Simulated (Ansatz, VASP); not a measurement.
**AlNi in VASP and in Ansatz**

POSCAR

```
AlNi
1.0
    0.0000000000      4.0443345743      0.0000000000
   -4.0447750766      0.0000000000      0.0000000000
    2.0223875383     -2.0221672871      2.8700173037
Al Ni
2 2
Direct
    0.4586654930      0.4708319606     -0.0277607029
   -0.0413345070      0.9708319606     -0.0277607029
    0.7913345070      0.2791680394      0.5277607029
    0.2913345070      0.7791680394      0.5277607029
```

Contents of INCAR.step1:

```
PREC = Accurate ; ENCUT = 520
ISMEAR = 0 ; SIGMA = 0.15
LREAL = False ; LASPH = True
NELM = 80 ; NBANDS = 21
GGA = PE ; ALGO = Normal
EDIFF = 1E-4 ; LWAVE = True
LCHARG = False
```

The input INCAR.step2:

```
PREC = Accurate ; ENCUT = 520
EDIFF = 1E-7 ; ISMEAR = 0
SIGMA = 0.15 ; LREAL = False
LASPH = True ; NELM = 80
ALGO = Normal ; ISIF = 2
LWAVE = False ; LCHARG = False
METAGGA = R2SCAN ; LMIXTAU = True
NBANDS = 21 ; ISTART = 1
```

KPOINTS

```
Automatic mesh
0
Gamma
  12 12 12
```

Input for Ansatz:

```yaml
crystal:
  lattice:
    - [0.0, 4.0443345743, 0.0]
    - [-4.0447750766, 0.0, 0.0]
    - [2.0223875383, -2.0221672871, 2.8700173037]
  atoms:
    - { symbol: Al, position: [0.458665493, 0.4708319606, -0.0277607029] }
    - { symbol: Al, position: [-0.041334507, 0.9708319606, -0.0277607029] }
    - { symbol: Ni, position: [0.791334507, 0.2791680394, 0.5277607029] }
    - { symbol: Ni, position: [0.291334507, 0.7791680394, 0.5277607029] }
basis:
  ecutwfc: 500
kpoints:
  mp_grid: { grid: [12, 12, 12] }
hamiltonian:
  xc: r2scan
scf:
  occupations: { method: gaussian, width: 0.15 }
output:
  forces: true
  stress: true
  eigenvalues: true
```

Change from the starting cell: all Ni atoms moved 0.3 Å in one direction.

Alike in both runs: task single point; functional r2SCAN; k mesh 12 × 12 × 12; occupations gaussian, width 0.15 eV; no spin polarisation.

|  | VASP | Ansatz |
| --- | --- | --- |
| version | VASP 6.6.1 | Ansatz 0.2.0 |
| potentials or method | VASP PAW PBE potentials, release 64 (Al, Ni), cutoff 520 eV | scalar-relativistic, plane waves, PAW |
| valence electrons in the cell | 26 | 42 |

```tsv
	VASP	Ansatz	Ansatz less VASP
gap on the k mesh at the Fermi level (eV)	none	none	-
pressure (GPa)	6.3	6.5	+0.17
traceless stress, the component that is largest in VASP (GPa)	5.55	5.48	-0.068
rms of the force components (eV/Å)	1.282	1.273	-0.0085
```

VASP's potentials were made for PBE, not for r2SCAN. Atom by atom the forces differ by 0.009 eV/Å (rms over components). A gap of «none» marks a metal or a gap that the smearing closes. The functional is the same, so the differences come from potentials, cutoffs and numerics. VASP's potentials hold 26 valence electrons a cell and Ansatz's 42, so a difference there can come from the potentials and not from the codes.
